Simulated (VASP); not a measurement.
Input of a VASP 6.6.1 run:

Contents of INCAR:

```
SYSTEM = TaN
PREC = Accurate
ENCUT = 700
EDIFF = 1E-6
ISMEAR = -1
SIGMA = 0.2
LREAL = .False.
LASPH = .True.
NELM = 120
ALGO = Normal
ISIF = 2
LWAVE = .False.
LCHARG = .True.
GGA = PE
LELF = .True.
LVHAR = .True.
ISYM = -1
NBANDS = 15
GGA_COMPAT = .False.
```

KPOINTS

```
explicit points
172
Reciprocal
  0.07142857   0.07142857   0.07142857 2
  0.07142857   0.07142857   0.21428571 2
  0.07142857   0.07142857   0.35714286 2
  0.07142857   0.07142857   0.50000000 2
  0.07142857   0.07142857   0.64285714 2
  0.07142857   0.07142857   0.78571429 2
[... 164 lines left out ...]
  0.50000000   0.50000000   0.35714286 2
  0.50000000   0.50000000   0.50000000 1
```

POSCAR

```
TaN
1.0
    0.0000000000      2.1790000000      2.1790000000
    2.1790000000      0.0000000000      2.1790000000
    2.1790000000      2.1790000000      0.0000000000
Ta N
1 1
Direct
    0.5000000000      0.5000000000      0.5000000000
    0.0114731528     -0.0114731528      0.0114731528
```

Potentials or basis: VASP PAW PBE potentials, release 64 (Ta_pv, N).

Launch:

```bash
$ cat potpaw_PBE.64/Ta_pv/POTCAR potpaw_PBE.64/N/POTCAR > POTCAR
$ mpirun -np 1 vasp_std > vasp.out
```

Question: Estimate the band gap on the k mesh.

Answer: Zero (bands 8 and 9 overlap by 3.90 eV).

Question: What does it give for the pressure?

Answer: 16.6 GPa.

Question: Predict the largest force.

Answer: 0.464 eV/Å.

Forces on the atoms (eV/Å):
```
Ta   0.001  0.464  0.001
N   -0.001 -0.464 -0.001
```

Caveat: the cell stands under pressure; spin-orbit coupling is left out, which moves the levels of the heavy elements.
